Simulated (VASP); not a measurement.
Set up this calculation in VASP 6.6.1, as the native input.

| Quantity | Value |
| --- | --- |
| Task | single point |
| Functional | PBEsol |
| Potentials or basis | VASP PAW PBE potentials, release 64 (O, Ag) |
| Cutoff | 520 eV |
| k mesh | 16 × 16 × 12 |
| Occupations | gaussian, width 0.1 eV |
| Spin | no spin polarisation |
| Dipole correction | no |
| Further INCAR settings | ALGO = Normal; EDIFF = 1e-07; NBANDS = 18 |

The structure of AgO2 lies in POSCAR:

```
AgO2
1.0
    2.8012239777     -1.6168734599      0.0004354389
    2.8012239777      1.6168734599      0.0004354389
   -0.0021039420      0.0000000000      3.7408498688
O Ag
2 1
Direct
    0.6665769272      0.6665769272      0.7515648268
    0.3334230728      0.3334230728      0.2484351732
    0.0000000000      0.0000000000      0.0000000000
```

These files were run (other wordings do the same):

INCAR

```
PREC = Accurate
ENCUT = 520
EDIFF = 1E-7
ISMEAR = 0
SIGMA = 0.1
LREAL = F
LASPH = T
NELM = 100
ALGO = Normal
ISIF = 2
LWAVE = F
LCHARG = T
GGA = PS
LELF = T
LVHAR = T
NBANDS = 18
```

KPOINTS

```
regular mesh
0
Gamma
  16 16 12
```

Potentials or basis: VASP PAW PBE potentials, release 64 (O, Ag).

Run with:

```sh
$ cat potpaw_PBE.64/O/POTCAR potpaw_PBE.64/Ag/POTCAR > POTCAR
$ mpirun -np 1 vasp_std > vasp.out
```

It gave:

| Property | Result |
| --- | --- |
| Pressure | -0.3 GPa |
| Largest force | 0.011 eV/Å |
| Band gap on the k mesh | zero (an odd number of electrons rules out a gap without spin polarisation) |

Caveat: the PAW data sets were made with another functional, which shifts forces and pressure a little; an odd number of electrons without spin polarisation forces a metal; a magnetic or distorted state may lie lower.

It took 3.7 min on 1 thread of AMD EPYC 9R45 (Zen 5) (shared host), peak memory 0.5 GiB.
